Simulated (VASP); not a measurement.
# Ge in VASP: notebook

Ge is run at these levels: r2SCAN-based global hybrid with 15 % exact exchange, LDA, BLYP+D3(BJ); tasks: single point, relaxation of cell and atoms.

All numbers are computed with VASP 6.6.1; they aren't measurements. Logs are shortened: lines on timing, memory, paths and dates and some standing lists are left out, and cuts for length are marked.

**1. The cell of the first run**

The structure is tetragonal, space group I4_1/amd (No. 141). Conventional cell: a = 5.149 Å, b = 5.149 Å, c = 2.795 Å, α = 90.00°, β = 90.00°, γ = 90.00°. Within 3.5 Å of Ge (site symmetry -4m2) lie 10 Ge at 2.67 to 3.32 Å.

**2. Single point, r2SCAN-based global hybrid with 15 % exact exchange**

POSCAR

```
Ge
1.0
   -2.5744897190      2.5744897190      1.3974126432
    2.5744897190     -2.5744897190      1.3974126432
    2.5744897190      2.5744897190     -1.3974126432
Ge
2
Direct
    0.5000000000      0.5000000000      0.0000000000
    0.2500000000      0.7500000000      0.5000000000
```

INCAR.step1

```
  ALGO = Normal
  EDIFF = 1E-5
  ENCUT = 450
  GGA = PE
  GGA_COMPAT = F
  ISIF = 2
  ISMEAR = -1
  KPAR = 4
  LASPH = T
  LCHARG = F
  LREAL = F
  LWAVE = T
  NBANDS = 21
  NELM = 120
  PREC = Accurate
  SIGMA = 0.05
```

INCAR.step2

```
  AEXX = 0.15
  ALGO = Normal
  EDIFF = 1E-6
  ENCUT = 450
  GGA_COMPAT = F
  ISIF = 2
  ISMEAR = -1
  ISTART = 1
  KPAR = 4
  LASPH = T
  LCHARG = F
  LHFCALC = T
  LMIXTAU = T
  LREAL = F
  LWAVE = F
  METAGGA = R2SCAN
  NBANDS = 21
  NELM = 120
  PREC = Accurate
  PRECFOCK = Normal
  SIGMA = 0.05
```

KPOINTS

```
k-points
0
Gamma
  6 6 6
```

Potentials or basis: VASP PAW PBE potentials, release 64 (Ge_d).

Launch:

```
$ cat potpaw_PBE.64/Ge_d/POTCAR > POTCAR
$ cp INCAR.step1 INCAR
$ mpirun -np 4 vasp_std > vasp.out
$ cp INCAR.step2 INCAR
$ mpirun -np 4 vasp_std > vasp.out
```

OUTCAR:

```text
AEXX = 0.15
   EDIFF = 1E-6
   ENCUT = 450
   ISIF = 2
   ISMEAR = -1
   ISTART = 1
   LASPH = T
   LHFCALC = T
   LREAL = F
   METAGGA = R2SCAN
   NELM = 120
   PREC = Accurate
   PRECFOCK = Normal

 ion  position               nearest neighbor table
   1  0.500  0.500  0.000-   2 2.67   2 2.67   2 2.67   2 2.67
   2  0.250  0.750  0.500-   1 2.67   1 2.67   1 2.67   1 2.67

  LATTYP: Found a body centered tetragonal cell.
 ALAT       =     5.1489794380
 C/A-ratio  =     0.5427920853

  Lattice vectors:

 A1 = (  -2.5744897190,   2.5744897190,   1.3974126432)
 A2 = (   2.5744897190,  -2.5744897190,   1.3974126432)
 A3 = (   2.5744897190,   2.5744897190,  -1.3974126432)

Analysis of symmetry for initial positions (statically):
=====================================================================
 Subroutine PRICEL returns:
 Original cell was already a primitive cell.

 Routine SETGRP: Setting up the symmetry group for a
 body centered tetragonal supercell.

 Subroutine GETGRP returns: Found 16 space group operations
 (whereof  8 operations were pure point group operations)
 out of a pool of 16 trial point group operations.

The static configuration has the point symmetry D_2d.
 The point group associated with its full space group is D_4h.

Analysis of symmetry for dynamics (positions and initial velocities):
=====================================================================
 Subroutine PRICEL returns:
 Original cell was already a primitive cell.

 Routine SETGRP: Setting up the symmetry group for a
 body centered tetragonal supercell.

 Subroutine GETGRP returns: Found 16 space group operations
 (whereof  8 operations were pure point group operations)
 out of a pool of 16 trial point group operations.

The dynamic configuration has the point symmetry D_2d.
 The point group associated with its full space group is D_4h.

 Subroutine INISYM returns: Found 16 space group operations
 (whereof  8 operations are pure point group operations),
 and found     1 'primitive' translations

----------------------------------------------------------------------------------------

                                     Primitive cell

  volume of cell :      37.0482

  direct lattice vectors                    reciprocal lattice vectors
    -2.574489719  2.574489719  1.397412643     0.000000000  0.194213244  0.357804119
     2.574489719 -2.574489719  1.397412643     0.194213244  0.000000000  0.357804119
     2.574489719  2.574489719 -1.397412643     0.194213244  0.194213244  0.000000000

  length of vectors
     3.899840602  3.899840602  3.899840602     0.407114937  0.407114937  0.274659004

  position of ions in fractional coordinates (direct lattice)
     0.500000000  0.500000000  0.000000000
     0.250000000  0.750000000  0.500000000

  ion indices of the primitive-cell ions
   primitive index   ion index
                 1           1
                 2           2

----------------------------------------------------------------------------------------

 KPOINTS: k-points

Automatic generation of k-mesh.
 Grid dimensions read from file:
 generate k-points for:    6    6    6

 Generating k-lattice:

  Cartesian coordinates                     Fractional coordinates (reciprocal lattice)
     0.000000000  0.032368874  0.059634020     0.166666667  0.000000000  0.000000000
     0.032368874  0.000000000  0.059634020     0.000000000  0.166666667  0.000000000
     0.032368874  0.032368874  0.000000000     0.000000000  0.000000000  0.166666667

  Length of vectors
     0.067852489  0.067852489  0.045776501

  Shift w.r.t. Gamma in fractional coordinates (k-lattice)
     0.000000000  0.000000000  0.000000000

 Subroutine IBZKPT returns following result:
 ===========================================

 Found     30 irreducible k-points:

 Following reciprocal coordinates:
            Coordinates               Weight
  0.000000  0.000000  0.000000      1.000000
  0.166667  0.000000 -0.000000      8.000000
  0.333333 -0.000000  0.000000      8.000000
  0.500000  0.000000 -0.000000      4.000000
  0.166667  0.166667 -0.000000      8.000000
  0.333333  0.166667  0.000000     16.000000
[... 16 lines left out ...]
 -0.333333 -0.333333  0.166667      8.000000
 -0.166667 -0.333333  0.166667      8.000000
 [... further k-points ...]
   k-points           NKPTS =     30   k-points in BZ     NKDIM =    216   number of bands    NBANDS=     21
   number of dos      NEDOS =    301   number of ions     NIONS =      2
   total plane-waves  NPLWV =  21952
   dimension x,y,z NGX =    28 NGY =   28 NGZ =   28
   dimension x,y,z NGXF=    56 NGYF=   56 NGZF=   56
   ions per type =               2
   NGX,Y,Z   is equivalent  to a cutoff of  11.94, 11.94, 11.94 a.u.
   NGXF,Y,Z  is equivalent  to a cutoff of  23.87, 23.87, 23.87 a.u.
 SYSTEM =  unknown system
   PREC   = accura    normal or accurate (medium, high low for compatibility)
   ISTART =      1    job   : 0-new  1-cont  2-samecut
   ICHARG =      0    charge: 1-file 2-atom 10-const
   ISPIN  =      1    spin polarized calculation?
   LNONCOLLINEAR =      F non collinear calculations
   LSORBIT =      F    spin-orbit coupling
   LASPH  =      T    aspherical Exc in radial PAW
   ENCUT  =  450.0 eV  33.07 Ry    5.75 a.u.   6.75  6.75  6.75*2*pi/ulx,y,z
   NELM   =    120;   NELMIN=  2; NELMDL=  0     # of ELM steps
   EDIFF  = 0.1E-05   stopping-criterion for ELM
   LREAL  =      F    real-space projection
   EDIFFG = 0.1E-04   stopping-criterion for IOM
   NSW    =      0    number of steps for IOM
   IBRION =     -1    ionic relax: 0-MD 1-quasi-New 2-CG
   NFREE  =      0    steps in history (QN), initial steepest desc. (CG)
   ISIF   =      2    stress and relaxation
   ISYM   =      3    0-nonsym 1-usesym 2-fastsym
   POTIM  = 0.5000    time-step for ionic-motion
   TEBEG  =    0.0;   TEEND  =   0.0 temperature during run
   PSTRESS=    0.0 pullay stress
   NELECT =      28.0000    total number of electrons
   NUPDOWN=      -1.0000    fix difference up-down
   EMIN   =  10.00;   EMAX   =-10.00  energy-range for DOS
   EFERMI =   0.00;   METHOD = LEGACY
   ISMEAR =    -1;   SIGMA  =   0.05  broadening in eV -4-tet -1-fermi 0-gaus
   EFERMI_NEDOS =   21; number of points for ismear=-14 and -15
   IALGO  =     38    algorithm
   IMIX   =      1    mixing-type and parameters
     AMIX     =   0.40;   BMIX     =  1.00
     AMIX_MAG =   1.60;   BMIX_MAG =  1.00
  volume/ion in A,a.u.               =      18.52       125.01
  Fermi-wavevector in a.u.,A,eV,Ry     =   1.491209  2.817976 30.255333  2.223704
  Thomas-Fermi vector in A             =   2.603893
   LORBIT       =      0    0 simple, 1 ext, 2 COOP (PROOUT), +10 PAW based schemes
   METAGGA = R2SCAN    functional components
   LHFCALC =     T    Hartree Fock is set to
   PRECFOCK=normal    Normal, Fast or Accurate (Low or Medium for compatibility)
   ENCUT4O =  -1.0   cutoff for four orbital integrals eV
   NKREDX  =     1    reduce k-point grid by
   NKREDY  =     1    reduce k-point grid by
   NKREDZ  =     1    reduce k-point grid by
   AEXX    =    0.1500 exact exchange contribution
   HFSCREEN=    0.0000 screening length (either q_TF or 0.3 A-1)
   HFSCREENC=   0.0000 screening length for correlation (either q_TF or 0.3 A-1)
   ENCUTFOCK=  -1.0 apply spherical cutoff to Coloumb kernel
   IVDW    =     0    specifies the selected vdW correction
   LEPSILON=     F    determine dielectric tensor
   LRPA    =     F    only Hartree local field effects (RPA)
 non-spin polarized calculation
  energy-cutoff  :      450.00
  volume of cell :       37.05
 maximum number of plane-waves:       812
  NGX = 24; NGY = 24; NGZ = 24

 number of electron      28.0000030 magnetization

 Free energy of the ion-electron system (eV)
  ---------------------------------------------------
  ext. energy  EPLUGINS =         0.00000000
  ---------------------------------------------------
  free energy    TOTEN  =       -25.86363059 eV

  energy without entropy =      -25.86096920  energy(sigma->0) =      -25.86229990

 E-fermi :   6.9325     XC(G=0): -10.7151

 val. band max:        6.6633349082   @ k =  -0.1667  -0.1667   0.1667
 cond. band min:       6.9980883255   @ k =  -0.1667   0.3333   0.1667
 fundamental gap:      0.3347534173
 Fermi energy:         6.9325289811

 k-point     1 :       0.0000    0.0000    0.0000
  band No.  band energies     occupation
      1     -20.9984      2.00000
      2     -20.9613      2.00000
      3     -20.9291      2.00000
      4     -20.9147      2.00000
      5     -20.8124      2.00000
      6     -20.8124      2.00000
[... 13 lines left out ...]
     20      19.4359      0.00000
     21      20.4229      0.00000

 k-point     2 :       0.1667    0.0000   -0.0000
  band No.  band energies     occupation
      1     -20.9876      2.00000
      2     -20.9268      2.00000
      3     -20.9010      2.00000
      4     -20.8892      2.00000
      5     -20.8369      2.00000
      6     -20.8270      2.00000
[... 13 lines left out ...]
     20      17.9580      0.00000
     21      18.7239      0.00000

 k-point     3 :       0.3333   -0.0000    0.0000
  band No.  band energies     occupation
      1     -20.9644      2.00000
      2     -20.8894      2.00000
      3     -20.8891      2.00000
      4     -20.8803      2.00000
      5     -20.8558      2.00000
      6     -20.8361      2.00000
[... 13 lines left out ...]
     20      15.8794      0.00000
     21      19.6395      0.00000

 k-point     4 :       0.5000    0.0000   -0.0000
  band No.  band energies     occupation
      1     -20.9524      2.00000
      2     -20.9118      2.00000
      3     -20.9041      2.00000
      4     -20.8762      2.00000
      5     -20.8488      2.00000
      6     -20.8390      2.00000
[... 13 lines left out ...]
     20      19.5310      0.00000
     21      20.5535      0.00000

 k-point     5 :       0.1667    0.1667   -0.0000
  band No.  band energies     occupation
      1     -20.9723      2.00000
      2     -20.8961      2.00000
      3     -20.8831      2.00000
      4     -20.8584      2.00000
      5     -20.8520      2.00000
      6     -20.8469      2.00000
[... 13 lines left out ...]
     20      16.6103      0.00000
     21      17.5226      0.00000

 k-point     6 :       0.3333    0.1667    0.0000
  band No.  band energies     occupation
      1     -20.9609      2.00000
      2     -20.9120      2.00000
      3     -20.8906      2.00000
      4     -20.8632      2.00000
      5     -20.8605      2.00000
      6     -20.8338      2.00000
[... 13 lines left out ...]
     20      19.0926      0.00000
     21      19.8553      0.00000

 k-point     7 :       0.5000    0.1667    0.0000
  band No.  band energies     occupation
      1     -20.9487      2.00000
      2     -20.9060      2.00000
      3     -20.8989      2.00000
      4     -20.8646      2.00000
      5     -20.8502      2.00000
      6     -20.8298      2.00000
[... 13 lines left out ...]
     20      18.4747      0.00000
     21      19.6046      0.00000
[... 291 lines left out ...]
      1     -20.9651      2.00000
      2     -20.9651      2.00000
      3     -20.8790      2.00000
      4     -20.8790      2.00000
      5     -20.8192      2.00000
      6     -20.8192      2.00000
[... 13 lines left out ...]
     20      20.2809      0.00000
     21      21.9324      0.00000

 k-point    21 :      -0.3333    0.5000    0.1667
  band No.  band energies     occupation
      1     -20.9405      2.00000
      2     -20.9355      2.00000
      3     -20.8911      2.00000
      4     -20.8512      2.00000
      5     -20.8379      2.00000
      6     -20.8152      2.00000
[... 13 lines left out ...]
     20      21.2846      0.00000
     21      22.1786      0.00000

 k-point    22 :      -0.1667    0.5000    0.1667
  band No.  band energies     occupation
      1     -20.9399      2.00000
      2     -20.9002      2.00000
      3     -20.8822      2.00000
      4     -20.8776      2.00000
      5     -20.8379      2.00000
      6     -20.8333      2.00000
[... 13 lines left out ...]
     20      20.6406      0.00000
     21      21.0390      0.00000

 k-point    23 :      -0.3333   -0.3333    0.1667
  band No.  band energies     occupation
      1     -20.9405      2.00000
      2     -20.9009      2.00000
      3     -20.8593      2.00000
      4     -20.8561      2.00000
      5     -20.8484      2.00000
      6     -20.8389      2.00000
[... 13 lines left out ...]
     20      20.0432      0.00000
     21      21.4554      0.00000

 k-point    24 :      -0.1667   -0.3333    0.1667
  band No.  band energies     occupation
      1     -20.9567      2.00000
      2     -20.8989      2.00000
      3     -20.8900      2.00000
      4     -20.8603      2.00000
      5     -20.8575      2.00000
      6     -20.8473      2.00000
[... 13 lines left out ...]
     20      19.0342      0.00000
     21      21.3795      0.00000

 [... further k-points ...]

------------------------ aborting loop because EDIFF is reached ----------------------------------------

  FORCE on cell =-STRESS in cart. coord.  units (eV):
  Direction    XX          YY          ZZ          XY          YZ          ZX
  --------------------------------------------------------------------------------------
  -------------------------------------------------------------------------------------
  Total       -0.1662438     -0.1662438     -0.4628433      0.0000000      0.0000000     -0.0000000
  in kB       -7.1893395     -7.1893395    -20.0160128      0.0000000      0.0000000     -0.0000000
  external PRESSURE =     -11.4648973 kB  Pullay stress =       0.0000000 kB

 VOLUME and BASIS-vectors are now :
 -----------------------------------------------------------------------------
  energy-cutoff  :      450.00
  volume of cell :       37.05
      direct lattice vectors                 reciprocal lattice vectors
    -2.574489719  2.574489719  1.397412643     0.000000000  0.194213244  0.357804119
     2.574489719 -2.574489719  1.397412643     0.194213244  0.000000000  0.357804119
     2.574489719  2.574489719 -1.397412643     0.194213244  0.194213244  0.000000000

 POSITION                                       TOTAL-FORCE (eV/Angst)
 -----------------------------------------------------------------------------------
      0.00000      0.00000      1.39741         0.000000     -0.000000      0.000000
      2.57449      0.00000      0.69871        -0.000000      0.000000     -0.000000
 -----------------------------------------------------------------------------------
    total drift:                                0.000000      0.000000     -0.000000

  FREE ENERGIE OF THE ION-ELECTRON SYSTEM (eV)
  ---------------------------------------------------
  free  energy   TOTEN  =       -25.8636305922 eV

  energy  without entropy=      -25.8609692023  energy(sigma->0) =      -25.86229990
```

It took 54 min on 4 MPI ranks of AMD EPYC 9R14 (Zen 4), shared host; peak memory 0.15 GiB.

What came out:

| Property | Result |
| --- | --- |
| Free energy | -25.8636 eV |
| Pressure | -1.1 GPa |
| Band gap on the k mesh | zero (bands 14 and 15 overlap by 5.74 eV) |

Levels at points of the mesh, in eV from the Fermi level:
```
           k point  band 10  band 11  band 12  band 13  band 14  band 15  band 16  band 17  band 18  band 19
(0.00, 0.00, 0.00)   -27.60   -15.31    -4.79    -3.22    -3.22     3.78     8.39     8.39     9.02     9.28
(0.50, 0.00, 0.00)   -27.65    -9.41    -7.62    -3.23    -2.83    -2.10     2.85     3.99     6.13     9.71
(0.50, 0.50, 0.00)   -27.69   -12.27   -12.27     0.47     0.47     2.25     2.25     8.42     8.42    12.36
(0.50, 0.50, 0.50)   -27.74   -10.37   -10.37    -7.13    -7.13     6.87     6.87    12.18    12.18    16.66
```

Caveat: the k points lie up to 0.43 Å⁻¹ apart, too coarse for converged energies and pressures of a metal; the PAW data sets were made with another functional, which shifts forces and pressure a little.

(Part 1 of 2 ends here.)

The gap in the log of VASP goes by the Fermi energy; the results here count the filled bands.